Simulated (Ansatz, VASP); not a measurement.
Two plane-wave programs on GeW

```
Ge W
1.0
     1.48154    0.85537    4.86371
    -1.48154    0.85537    4.86371
     0.00000   -1.71074    4.86371
Ge W
1 1
Direct
  0.00000 0.00000 0.00000
  0.50000 0.50000 0.50000
```

Change from the starting cell: species swapped into the IrRu type (R-3m, No. 166).

Alike in both runs: task relaxation of cell and atoms; functional PBE; k mesh 8 × 8 × 8; occupations gaussian, width 0.2 eV; no spin polarisation.

```csv
,VASP,Ansatz
version,VASP 6.6.1,Ansatz 0.2.0
potentials or method,"VASP PAW PBE potentials, release 64 (Ge_d, W_sv), cutoff 500 eV","scalar-relativistic, plane waves, PAW"
valence electrons in the cell,28,28
```

```csv
,VASP,Ansatz,Ansatz less VASP
"gap on the k mesh at the Fermi level, each at its own relaxed structure (eV)",none,none,-
relaxed volume (Å³/atom),15.81,15.78,-0.028
relaxed cell length with the largest relative difference (Å),4.651,4.643,-0.0078
```

A gap of «none» marks a metal or a gap that the smearing closes.

Spin-orbit coupling is off throughout.
